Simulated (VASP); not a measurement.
# ZnCu (Pm-3m) in VASP: further runs, part 2 of 2

VASP 6.6.1. The steps go on from the part before.

### Step 3. Electric field gradients, PBE (volume scaled by 0.9405)

Contents of INCAR:

```
SYSTEM = ZnCu
ALGO = Normal ; EDIFF = 1E-8
ENCUT = 520 ; GGA = PE
ISIF = 2 ; ISMEAR = -1
LASPH = .True. ; LCHARG = .False.
LEFG = .True. ; LREAL = .False.
LWAVE = .False. ; NBANDS = 18
NELM = 60 ; PREC = Accurate
SIGMA = 0.05
```

Contents of KPOINTS:

```
k-points
0
Gamma
  14 14 14
  0 0 0
```

Contents of POSCAR:

```
ZnCu
1.0
    2.8853925032      0.0000000000      0.0000000000
    0.0000000000      2.8853925032      0.0000000000
    0.0000000000      0.0000000000      2.8853925032
Zn Cu
1 1
Direct
    0.5000000000      0.5000000000      0.5000000000
    0.0000000000      0.0000000000      0.0000000000
```

Potentials or basis: VASP PAW PBE potentials, release 64 (Zn, Cu).

Started as:

```
$ cat potpaw_PBE.64/Zn/POTCAR potpaw_PBE.64/Cu/POTCAR > POTCAR
$ mpirun -np 1 vasp_std > vasp.out
```

OUTCAR:

```text
SYSTEM = ZnCu
   EDIFF = 1E-8
   ENCUT = 520
   GGA = PE
   ISIF = 2
   ISMEAR = -1
   LASPH = .True.
   LREAL = .False.
   NELM = 60
   PREC = Accurate

 ion  position               nearest neighbor table
   1  0.500  0.500  0.500-   2 2.50   2 2.50   2 2.50   2 2.50   2 2.50   2 2.50   2 2.50   2 2.50

   2  0.000  0.000  0.000-   1 2.50   1 2.50   1 2.50   1 2.50   1 2.50   1 2.50   1 2.50   1 2.50

  LATTYP: Found a simple cubic cell.
 ALAT       =     2.8853925032

  Lattice vectors:

 A1 = (   2.8853925032,   0.0000000000,   0.0000000000)
[... 718 lines left out ...]
  free  energy   TOTEN  =        -4.9450716890 eV

  energy  without entropy=       -4.9423807079  energy(sigma->0) =       -4.94372620

 Electric field gradients (V/A^2)
---------------------------------------------------------------------
 ion       V_xx      V_yy      V_zz      V_xy      V_xz      V_yz
---------------------------------------------------------------------
   1       0.000     0.000     0.000    -0.000    -0.000    -0.000
   2       0.000     0.000     0.000    -0.000    -0.000     0.000
---------------------------------------------------------------------

 Electric field gradients after diagonalization (V/A^2)
 (convention: |V_zz| > |V_xx| > |V_yy|)
----------------------------------------------------------------------
 ion       V_xx      V_yy      V_zz     asymmetry (V_yy - V_xx)/ V_zz
----------------------------------------------------------------------
   1       0.000     0.000     0.000      -0.513
   2       0.000     0.000     0.000      -0.463
----------------------------------------------------------------------

           NMR quadrupolar parameters

 Cq : quadrupolar parameter    Cq=e*Q*V_zz/h
 eta: asymmetry parameters     (V_yy - V_xx)/ V_zz
 Q  : nuclear electric quadrupole moment in mb (millibarn)
----------------------------------------------------------------------
 ion       Cq(MHz)       eta       Q (mb)
----------------------------------------------------------------------
   1       0.000      -0.513       1.000
   2       0.000      -0.463       1.000
----------------------------------------------------------------------
```

Wall time 21 s (1 thread of Intel Xeon Platinum 8559C (Emerald Rapids), shared host); peak memory 0.17 GiB.

What came out:

- Free energy: -4.9451 eV
- Pressure: 11.9 GPa

Caveat: without QUAD_EFG the Cq values of the log hold for a quadrupole moment of 1 mb, not for the nuclei.

### Step 4. Electric field gradients, PBE (volume scaled by 0.98)

Contents of INCAR:

```
SYSTEM = ZnCu
  ALGO = Normal
  EDIFF = 1E-8
  ENCUT = 520
  GGA = PE
  ISIF = 2
  ISMEAR = -1
  LASPH = .TRUE.
  LCHARG = .FALSE.
  LEFG = .TRUE.
  LREAL = .FALSE.
  LWAVE = .FALSE.
  NBANDS = 18
  NELM = 80
  PREC = Accurate
  SIGMA = 0.05
```

Contents of KPOINTS:

```
k-points
0
G
  14 14 14
  0 0 0
```

Contents of POSCAR:

```
ZnCu
1.0
    2.9252343038      0.0000000000      0.0000000000
    0.0000000000      2.9252343038      0.0000000000
    0.0000000000      0.0000000000      2.9252343038
Zn Cu
1 1
Direct
    0.5000000000      0.5000000000      0.5000000000
    0.0000000000      0.0000000000      0.0000000000
```

Potentials or basis: VASP PAW PBE potentials, release 64 (Zn, Cu).

Started as:

```
$ cat potpaw_PBE.64/Zn/POTCAR potpaw_PBE.64/Cu/POTCAR > POTCAR
$ mpirun -np 1 vasp_std > vasp.out
```

OUTCAR:

```text
SYSTEM = ZnCu
   EDIFF = 1E-8
   ENCUT = 520
   GGA = PE
   ISIF = 2
   ISMEAR = -1
   LASPH = .TRUE.
   LREAL = .FALSE.
   NELM = 80
   PREC = Accurate

 ion  position               nearest neighbor table
   1  0.500  0.500  0.500-   2 2.53   2 2.53   2 2.53   2 2.53   2 2.53   2 2.53   2 2.53   2 2.53

   2  0.000  0.000  0.000-   1 2.53   1 2.53   1 2.53   1 2.53   1 2.53   1 2.53   1 2.53   1 2.53

  LATTYP: Found a simple cubic cell.
 ALAT       =     2.9252343038

  Lattice vectors:

 A1 = (   2.9252343038,   0.0000000000,   0.0000000000)
[... 718 lines left out ...]
  free  energy   TOTEN  =        -4.9994605319 eV

  energy  without entropy=       -4.9966621194  energy(sigma->0) =       -4.99806133

 Electric field gradients (V/A^2)
---------------------------------------------------------------------
 ion       V_xx      V_yy      V_zz      V_xy      V_xz      V_yz
---------------------------------------------------------------------
   1      -0.000    -0.000    -0.000    -0.000     0.000     0.000
   2      -0.000    -0.000    -0.000    -0.000     0.000    -0.000
---------------------------------------------------------------------

 Electric field gradients after diagonalization (V/A^2)
 (convention: |V_zz| > |V_xx| > |V_yy|)
----------------------------------------------------------------------
 ion       V_xx      V_yy      V_zz     asymmetry (V_yy - V_xx)/ V_zz
----------------------------------------------------------------------
   1      -0.000    -0.000    -0.000      -0.089
   2      -0.000    -0.000    -0.000      -0.436
----------------------------------------------------------------------

           NMR quadrupolar parameters

 Cq : quadrupolar parameter    Cq=e*Q*V_zz/h
 eta: asymmetry parameters     (V_yy - V_xx)/ V_zz
 Q  : nuclear electric quadrupole moment in mb (millibarn)
----------------------------------------------------------------------
 ion       Cq(MHz)       eta       Q (mb)
----------------------------------------------------------------------
   1      -0.000      -0.089       1.000
   2      -0.000      -0.436       1.000
----------------------------------------------------------------------
```

OSZICAR:

```text
N       E                     dE             d eps       ncg     rms          rms(c)
DAV:   1     0.115858952754E+03    0.11586E+03   -0.11351E+04  4624   0.214E+03
DAV:   2    -0.104419516727E+01   -0.11690E+03   -0.11214E+03  4336   0.302E+02
DAV:   3    -0.605825783900E+01   -0.50141E+01   -0.49766E+01  4822   0.769E+01
DAV:   4    -0.609832914312E+01   -0.40071E-01   -0.40056E-01  4904   0.641E+00
DAV:   5    -0.609887500843E+01   -0.54587E-03   -0.54585E-03  4784   0.771E-01    0.967E+00
DAV:   6    -0.591700012587E+01    0.18187E+00   -0.14346E+01  4610   0.914E+01    0.595E+00
DAV:   7    -0.501086268959E+01    0.90614E+00   -0.31549E+00  4666   0.874E+01    0.234E+00
DAV:   8    -0.500816713800E+01    0.26956E-02   -0.12423E-01  5656   0.448E+00    0.125E+00
DAV:   9    -0.499950363123E+01    0.86635E-02   -0.10141E-02  5022   0.225E+00    0.721E-02
DAV:  10    -0.499947495732E+01    0.28674E-04   -0.86241E-04  6562   0.665E-01    0.513E-02
DAV:  11    -0.499946195701E+01    0.13000E-04   -0.11365E-04  5356   0.307E-01    0.848E-03
DAV:  12    -0.499946069306E+01    0.12639E-05   -0.71804E-06  5824   0.506E-02    0.741E-04
DAV:  13    -0.499946047629E+01    0.21677E-06   -0.18601E-07  4536   0.586E-03    0.118E-03
DAV:  14    -0.499946056354E+01   -0.87248E-07   -0.21125E-08  3246   0.374E-03    0.163E-04
DAV:  15    -0.499946052891E+01    0.34631E-07   -0.55041E-09  2358   0.998E-04    0.114E-04
DAV:  16    -0.499946053191E+01   -0.30013E-08   -0.91059E-10  2306   0.588E-04
   1 F= -.49994605E+01 E0= -.49980613E+01  d E =-.279841E-02
```

It took 22 s on 1 thread of Intel Xeon Platinum 8559C (Emerald Rapids), shared host; peak memory 0.18 GiB.

What came out:

| Quantity | Value |
| --- | --- |
| Free energy | -4.9995 eV |
| Pressure | 5.5 GPa |

Caveat: without QUAD_EFG the Cq values of the log hold for a quadrupole moment of 1 mb, not for the nuclei.
